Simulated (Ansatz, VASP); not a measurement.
Two plane-wave programs on SiC

```
Si C
1.0
     3.07600    0.00000    0.00000
    -1.53800    2.66389    0.00000
     0.00000    0.00000    5.04800
Si C
2 2
Direct
  0.33333 0.66667 0.00000
  0.66667 0.33333 0.50000
  0.33333 0.66667 0.38500
  0.66667 0.33333 0.88500
```

Alike in both runs: task single point; functional revPBE; k mesh 12 × 12 × 4; no spin polarisation.

|  | VASP | Ansatz |
| --- | --- | --- |
| version | VASP 6.6.1 | Ansatz 0.2.0 |
| potentials or method | VASP PAW PBE potentials, release 64 (Si, C) | plane waves, PAW |
| plane-wave cutoff (eV) | 520 | 420 |
| occupations | gaussian, width 0.01 eV | fixed |
| valence electrons in the cell | 16 | 16 |

Ansatz gave:

| Item | Value |
| --- | --- |
| pressure (GPa) | 6.1 |
| traceless stress, the component that is largest in VASP (GPa) | -3.45 |

Q: Which values does VASP return?

A: Pressure (GPa): 5.7; traceless stress, the component that is largest in VASP (GPa): -3.42.

VASP's potentials were made for PBE, not for revPBE. Ansatz's warnings: structure snapped to symmetry.
